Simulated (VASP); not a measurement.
# SrTiO3 (I4/mcm) in VASP: notebook

Runs on SrTiO3. Level: PBEsol. Tasks: single point, relaxation of shape and atoms at fixed volume.

Program: VASP 6.6.1. These are calculated values, not measurements. Logs are shortened: lines on timing, memory, paths and dates and some standing lists are left out, and cuts for length are marked.

### Step 1. The cell of the first run

Symmetry: I4/mcm, No. 140, tetragonal system. The conventional cell has a = 5.487 Å, b = 5.487 Å, c = 7.809 Å, α = 90.00°, β = 90.00°, γ = 90.00°. Sr (site symmetry -42m) has 12 O at 2.62 to 2.89 Å and 8 Ti at 3.37 Å within 3.5 Å. Ti (site symmetry 4/m) has 6 O at 1.95 Å within 2.6 Å. Within 2.6 Å of O (site symmetry 422) lie 2 Ti at 1.95 Å. Within 2.9 Å of O (site symmetry m2m) lie 2 Ti at 1.95 Å and 4 Sr at 2.62 to 2.89 Å and 8 O at 2.76 Å.

### Step 2. Single point, PBEsol

The input, INCAR:

```
SYSTEM = SrTiO3
ALGO     = Normal         ! electronic algorithm
EDIFF    = 1E-6           ! SCF threshold, eV
ENCUT    = 520            ! plane-wave cutoff, eV
GGA      = PS             ! functional
ISIF     = 2              ! what is computed and relaxed
ISMEAR   = 0              ! smearing method
LASPH    = .True.         ! aspherical terms in the spheres
LCHARG   = .True.         ! write CHGCAR
LELF     = .True.         ! ELF
LREAL    = .False.        ! projectors in reciprocal space
LVHAR    = .True.       
LWAVE    = .False.        ! write WAVECAR
NBANDS   = 51             ! bands
NELM     = 60             ! most SCF steps
PREC     = Accurate       ! precision mode
SIGMA    = 0.02           ! smearing width, eV
```

The input, KPOINTS:

```
k-points
0
Gamma
  8 8 8
  0 0 0
```

The input, POSCAR:

```
SrTiO3
1.0
   -2.7435446935      2.7435446935      3.9043132976
    2.7435446935     -2.7435446935      3.9043132976
    2.7435446935      2.7435446935     -3.9043132976
Sr Ti O
2 2 6
Direct
    0.7500000000      0.2500000000      0.5000000000
    0.2500000000      0.7500000000      0.5000000000
    0.0000000000      0.0000000000      0.0000000000
    0.5000000000      0.5000000000      0.0000000000
    0.2500000000      0.2500000000      0.0000000000
    0.7500000000      0.7500000000      0.0000000000
    0.7253545269      0.2253545269      0.9507090538
    0.2253545269      0.2746454731      0.5000000000
    0.2746454731      0.7746454731      0.0492909461
    0.7746454731      0.7253545269      0.5000000000
```

Potentials or basis: VASP PAW PBE potentials, release 64 (Sr_sv, Ti_sv, O).

Launch:

```bash
$ cat potpaw_PBE.64/Sr_sv/POTCAR potpaw_PBE.64/Ti_sv/POTCAR potpaw_PBE.64/O/POTCAR > POTCAR
$ mpirun -np 1 vasp_std > vasp.out
```

OUTCAR:

```text
SYSTEM = SrTiO3
   EDIFF = 1E-6
   ENCUT = 520
   GGA = PS
   ISIF = 2
   ISMEAR = 0
   LASPH = .True.
   LREAL = .False.
   NELM = 60
   PREC = Accurate

 ion  position               nearest neighbor table
   1  0.750  0.250  0.500-   9 2.62   8 2.62   7 2.62  10 2.62   5 2.74   6 2.74   6 2.74   5 2.74
                             9 2.89   7 2.89   8 2.89  10 2.89   4 3.37   3 3.37   3 3.37   4 3.37
   2  0.250  0.750  0.500-   7 2.62   8 2.62  10 2.62   9 2.62   5 2.74   6 2.74   5 2.74   6 2.74
                             9 2.89   8 2.89  10 2.89   7 2.89   3 3.37   4 3.37   4 3.37   3 3.37
   3  0.000  0.000  0.000-   9 1.95   8 1.95   7 1.95  10 1.95   5 1.95   6 1.95   1 3.37   2 3.37
                             1 3.37   2 3.37   2 3.37   2 3.37   1 3.37   1 3.37
   4  0.500  0.500  0.000-   9 1.95   7 1.95  10 1.95   8 1.95   5 1.95   6 1.95   2 3.37   1 3.37
                             2 3.37   1 3.37   2 3.37   2 3.37   1 3.37   1 3.37
   5  0.250  0.250  0.000-   3 1.95   4 1.95   1 2.74   2 2.74   2 2.74   1 2.74
   6  0.750  0.750  0.000-   3 1.95   4 1.95   1 2.74   2 2.74   1 2.74   2 2.74
   7  0.725  0.225  0.951-   3 1.95   4 1.95   2 2.62   1 2.62   2 2.89   1 2.89
   8  0.225  0.275  0.500-   4 1.95   3 1.95   1 2.62   2 2.62   1 2.89   2 2.89
   9  0.275  0.775  0.049-   3 1.95   4 1.95   1 2.62   2 2.62   2 2.89   1 2.89
  10  0.775  0.725  0.500-   3 1.95   4 1.95   1 2.62   2 2.62   1 2.89   2 2.89

  LATTYP: Found a body centered tetragonal cell.
 ALAT       =     5.4870893870
 C/A-ratio  =     1.4230908309

  Lattice vectors:

 A1 = (  -2.7435446935,   2.7435446935,   3.9043132976)
 A2 = (   2.7435446935,  -2.7435446935,   3.9043132976)
 A3 = (   2.7435446935,   2.7435446935,  -3.9043132976)

Analysis of symmetry for initial positions (statically):
=====================================================================
 Subroutine PRICEL returns:
 Original cell was already a primitive cell.

 Routine SETGRP: Setting up the symmetry group for a
 body centered tetragonal supercell.

 Subroutine GETGRP returns: Found 16 space group operations
 (whereof  8 operations were pure point group operations)
 out of a pool of 16 trial point group operations.

The static configuration has the point symmetry C_4h.
 The point group associated with its full space group is D_4h.

Analysis of symmetry for dynamics (positions and initial velocities):
=====================================================================
 Subroutine PRICEL returns:
 Original cell was already a primitive cell.

 Routine SETGRP: Setting up the symmetry group for a
 body centered tetragonal supercell.

 Subroutine GETGRP returns: Found 16 space group operations
 (whereof  8 operations were pure point group operations)
 out of a pool of 16 trial point group operations.

The dynamic configuration has the point symmetry C_4h.
 The point group associated with its full space group is D_4h.

 Subroutine INISYM returns: Found 16 space group operations
 (whereof  8 operations are pure point group operations),
 and found     1 'primitive' translations

----------------------------------------------------------------------------------------

                                     Primitive cell

  volume of cell :     117.5517

  direct lattice vectors                    reciprocal lattice vectors
    -2.743544694  2.743544694  3.904313298     0.000000000  0.182245983  0.128063493
     2.743544694 -2.743544694  3.904313298     0.182245983  0.000000000  0.128063493
     2.743544694  2.743544694 -3.904313298     0.182245983  0.182245983  0.000000000

  length of vectors
     5.504338043  5.504338043  5.504338043     0.222741682  0.222741682  0.257734741

  position of ions in fractional coordinates (direct lattice)
     0.750000000  0.250000000  0.500000000
     0.250000000  0.750000000  0.500000000
     0.000000000  0.000000000  0.000000000
     0.500000000  0.500000000  0.000000000
     0.250000000  0.250000000  0.000000000
     0.750000000  0.750000000  0.000000000
     0.725354527  0.225354527  0.950709054
     0.225354527  0.274645473  0.500000000
     0.274645473  0.774645473  0.049290946
     0.774645473  0.725354527  0.500000000

  ion indices of the primitive-cell ions
   primitive index   ion index
                 1           1
                 2           2
                 3           3
                 4           4
                 5           5
                 6           6
                 7           7
                 8           8
                 9           9
                10          10

----------------------------------------------------------------------------------------

 KPOINTS: k-points

Automatic generation of k-mesh.
 Grid dimensions read from file:
 generate k-points for:    8    8    8

 Generating k-lattice:

  Cartesian coordinates                     Fractional coordinates (reciprocal lattice)
     0.000000000  0.022780748  0.016007937     0.125000000  0.000000000  0.000000000
     0.022780748  0.000000000  0.016007937     0.000000000  0.125000000  0.000000000
     0.022780748  0.022780748  0.000000000     0.000000000  0.000000000  0.125000000

  Length of vectors
     0.027842710  0.027842710  0.032216843

  Shift w.r.t. Gamma in fractional coordinates (k-lattice)
     0.000000000  0.000000000  0.000000000

 Subroutine IBZKPT returns following result:
 ===========================================

 Found     59 irreducible k-points:

 Following reciprocal coordinates:
            Coordinates               Weight
  0.000000  0.000000  0.000000      1.000000
  0.125000  0.000000 -0.000000      8.000000
  0.250000  0.000000 -0.000000      8.000000
  0.375000  0.000000 -0.000000      8.000000
  0.500000  0.000000 -0.000000      4.000000
  0.125000  0.125000 -0.000000      8.000000
[... 16 lines left out ...]
  0.250000  0.125000  0.125000     16.000000
  0.375000  0.125000  0.125000      8.000000
 [... further k-points ...]
   k-points           NKPTS =     59   k-points in BZ     NKDIM =     59   number of bands    NBANDS=     51
   number of dos      NEDOS =    301   number of ions     NIONS =     10
   total plane-waves  NPLWV =  74088
   dimension x,y,z NGX =    42 NGY =   42 NGZ =   42
   dimension x,y,z NGXF=    84 NGYF=   84 NGZF=   84
   ions per type =               2   2   6
   NGX,Y,Z   is equivalent  to a cutoff of  12.69, 12.69, 12.69 a.u.
   NGXF,Y,Z  is equivalent  to a cutoff of  25.37, 25.37, 25.37 a.u.
 SYSTEM =  SrTiO3
   PREC   = accura    normal or accurate (medium, high low for compatibility)
   ISTART =      0    job   : 0-new  1-cont  2-samecut
   ICHARG =      2    charge: 1-file 2-atom 10-const
   ISPIN  =      1    spin polarized calculation?
   LNONCOLLINEAR =      F non collinear calculations
   LSORBIT =      F    spin-orbit coupling
   LASPH  =      T    aspherical Exc in radial PAW
   ENCUT  =  520.0 eV  38.22 Ry    6.18 a.u.  10.23 10.23 10.23*2*pi/ulx,y,z
   NELM   =     60;   NELMIN=  2; NELMDL= -5     # of ELM steps
   EDIFF  = 0.1E-05   stopping-criterion for ELM
   LREAL  =      F    real-space projection
   EDIFFG = 0.1E-04   stopping-criterion for IOM
   NSW    =      0    number of steps for IOM
   IBRION =     -1    ionic relax: 0-MD 1-quasi-New 2-CG
   NFREE  =      0    steps in history (QN), initial steepest desc. (CG)
   ISIF   =      2    stress and relaxation
   ISYM   =      2    0-nonsym 1-usesym 2-fastsym
   POTIM  = 0.5000    time-step for ionic-motion
   TEBEG  =    0.0;   TEEND  =   0.0 temperature during run
   PSTRESS=    0.0 pullay stress
   NELECT =      80.0000    total number of electrons
   NUPDOWN=      -1.0000    fix difference up-down
   EMIN   =  10.00;   EMAX   =-10.00  energy-range for DOS
   EFERMI =   0.00;   METHOD = LEGACY
   ISMEAR =     0;   SIGMA  =   0.02  broadening in eV -4-tet -1-fermi 0-gaus
   EFERMI_NEDOS =   21; number of points for ismear=-14 and -15
   IALGO  =     38    algorithm
   IMIX   =      4    mixing-type and parameters
     AMIX     =   0.40;   BMIX     =  1.00
     AMIX_MAG =   1.60;   BMIX_MAG =  1.00
  volume/ion in A,a.u.               =      11.76        79.33
  Fermi-wavevector in a.u.,A,eV,Ry     =   1.439998  2.721202 28.212966  2.073595
  Thomas-Fermi vector in A             =   2.558791
   LORBIT       =      0    0 simple, 1 ext, 2 COOP (PROOUT), +10 PAW based schemes
   GGA     = PS    functional components
   LHFCALC =     F    Hartree Fock is set to
   AEXX    =    0.0000 exact exchange contribution
   IVDW    =     0    specifies the selected vdW correction
   LEPSILON=     F    determine dielectric tensor
   LRPA    =     F    only Hartree local field effects (RPA)
 non-spin polarized calculation
 Gauss-broadening in eV      SIGMA  =   0.02
  energy-cutoff  :      520.00
  volume of cell :      117.55
 maximum number of plane-waves:      3190
 NGX is ok and might be reduce to    42
   NGX = 21   NGY = 21   NGZ = 21

 number of electron      79.9999998 magnetization

 Free energy of the ion-electron system (eV)
  ---------------------------------------------------
  ext. energy  EPLUGINS =         0.00000000
  ---------------------------------------------------
  free energy    TOTEN  =       -84.04250816 eV

  energy without entropy =      -84.04250816  energy(sigma->0) =      -84.04250816

 E-fermi :   4.1011     XC(G=0): -11.6103

 val. band max:        4.0112279527   @ k =  -0.1250   0.1250   0.0000
 cond. band min:       5.9492974037   @ k =   0.0000   0.0000   0.0000
 fundamental gap:      1.9380694510
 Fermi energy:         4.1010556835

 k-point     1 :       0.0000    0.0000    0.0000
  band No.  band energies     occupation
      1     -52.0851      2.00000
      2     -52.0800      2.00000
      3     -28.5193      2.00000
      4     -28.5184      2.00000
      5     -28.5184      2.00000
      6     -28.4521      2.00000
[... 43 lines left out ...]
     50       9.7802      0.00000
     51      10.3718      0.00000
[... 1240 lines left out ...]
     50      11.2645      0.00000
     51      11.7221      0.00000

 [... further k-points ...]

------------------------ aborting loop because EDIFF is reached ----------------------------------------

  FORCE on cell =-STRESS in cart. coord.  units (eV):
  Direction    XX          YY          ZZ          XY          YZ          ZX
  --------------------------------------------------------------------------------------
  -------------------------------------------------------------------------------------
  Total        0.5201638      0.5201638      0.5411299      0.0000000     -0.0000000      0.0000000
  in kB        7.0896047      7.0896047      7.3753631      0.0000000     -0.0000000      0.0000000
  external PRESSURE =       7.1848575 kB  Pullay stress =       0.0000000 kB

 VOLUME and BASIS-vectors are now :
 -----------------------------------------------------------------------------
  energy-cutoff  :      520.00
  volume of cell :      117.55
      direct lattice vectors                 reciprocal lattice vectors
    -2.743544694  2.743544694  3.904313298     0.000000000  0.182245983  0.128063493
     2.743544694 -2.743544694  3.904313298     0.182245983  0.000000000  0.128063493
     2.743544694  2.743544694 -3.904313298     0.182245983  0.182245983  0.000000000

 POSITION                                       TOTAL-FORCE (eV/Angst)
 -----------------------------------------------------------------------------------
      0.00000      2.74354      1.95216        -0.000000      0.000000     -0.000000
      2.74354      0.00000      1.95216        -0.000000     -0.000000     -0.000000
      0.00000      0.00000      0.00000        -0.000000      0.000000     -0.000000
      0.00000      0.00000      3.90431        -0.000000      0.000000     -0.000000
      0.00000      0.00000      1.95216        -0.000000      0.000000     -0.000000
      0.00000      0.00000      5.85647        -0.000000      0.000000     -0.000000
      1.23654      3.98009      0.00000         0.004419      0.004419     -0.000000
      1.50700      1.23654      0.00000        -0.004419      0.004419      0.000000
      1.50700     -1.23654      3.90431        -0.004419     -0.004419      0.000000
      1.23654      1.50700      3.90431         0.004419     -0.004419     -0.000000
 -----------------------------------------------------------------------------------
    total drift:                                0.000000      0.000000     -0.000001

  FREE ENERGIE OF THE ION-ELECTRON SYSTEM (eV)
  ---------------------------------------------------
  free  energy   TOTEN  =       -84.0425081594 eV

  energy  without entropy=      -84.0425081594  energy(sigma->0) =      -84.04250816
```

It took 6 min on 1 thread of Intel Xeon Platinum 8488C (Sapphire Rapids), shared host; peak memory 0.45 GiB.

What came out:

```
Free energy            : -84.0425 eV
Pressure               : 0.7 GPa
Largest force          : 0.006 eV/Å
Band gap on the k mesh : 1.94 eV (least direct gap 1.95 eV)
```

Forces on the atoms (eV/Å):
```
Sr   0.000  0.000  0.000
Sr   0.000  0.000  0.000
Ti   0.000  0.000  0.000
Ti   0.000  0.000  0.000
O    0.000  0.000  0.000
O    0.000  0.000  0.000
O    0.004  0.004  0.000
O   -0.004  0.004  0.000
O   -0.004 -0.004  0.000
O    0.004 -0.004  0.000
```

Levels at points of the mesh, in eV from the valence-band top:
```tsv
k point	band 36	band 37	band 38	band 39	band 40	band 41	band 42	band 43	band 44	band 45
(0.00, 0.00, 0.00)	-0.28	-0.28	-0.15	-0.01	-0.01	1.94	1.94	1.96	4.18	4.48
(0.50, 0.00, 0.00)	-0.97	-0.75	-0.75	-0.58	-0.58	3.43	3.43	3.47	3.47	3.52
(0.50, 0.50, 0.00)	-1.51	-1.40	-0.67	-0.66	-0.05	2.08	3.81	3.83	3.84	3.88
(0.50, 0.50, 0.50)	-1.48	-1.48	-0.61	-0.61	-0.07	2.12	3.76	3.76	3.99	3.99
```

Caveat: the PAW data sets were made with another functional, which shifts forces and pressure a little. As with any semilocal functional, this PBEsol gap is likely too small.

(Part 1 of 3 ends here.)
